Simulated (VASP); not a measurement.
Here is a VASP 6.6.1 calculation.

File INCAR:

```
  PREC = Accurate
  ENCUT = 520
  EDIFF = 1E-7
  ISMEAR = -1
  SIGMA = 0.03
  LREAL = False
  LASPH = True
  NELM = 100
  ALGO = Normal
  ISIF = 2
  LWAVE = False
  LCHARG = False
  GGA = CA
  NBANDS = 18
```

File KPOINTS:

```
Automatic mesh
0
Gamma
  14 14 8
```

The input POSCAR:

```
ZnIr
1.0
    2.7771790596      0.0000000000      0.0000000000
   -1.3885895298      2.4051076165      0.0000000000
    0.0000000000      0.0000000000      4.1638620700
Zn Ir
1 1
Direct
    0.6666666667      0.3333333333      0.5000000000
    0.0000000000      0.0000000000      0.0000000000
```

Potentials or basis: VASP PAW LDA potentials, release 64 (Zn, Ir).

The run is started by

```bash
$ cat potpaw_LDA.64/Zn/POTCAR potpaw_LDA.64/Ir/POTCAR > POTCAR
$ mpirun -np 1 vasp_std > vasp.out
```

**Question.** Predict the pressure.

**Answer.** -7.9 GPa.

**Question.** Estimate the band gap on the k mesh.

**Answer.** Zero (an odd number of electrons rules out a gap without spin polarisation).

Stress tensor (GPa, compression positive):
```
-8.03  0.00  0.00
 0.00 -8.03  0.00
 0.00  0.00 -7.51
```

Caveat: the cell stands under tension; spin-orbit coupling is left out, which moves the levels of the heavy elements.
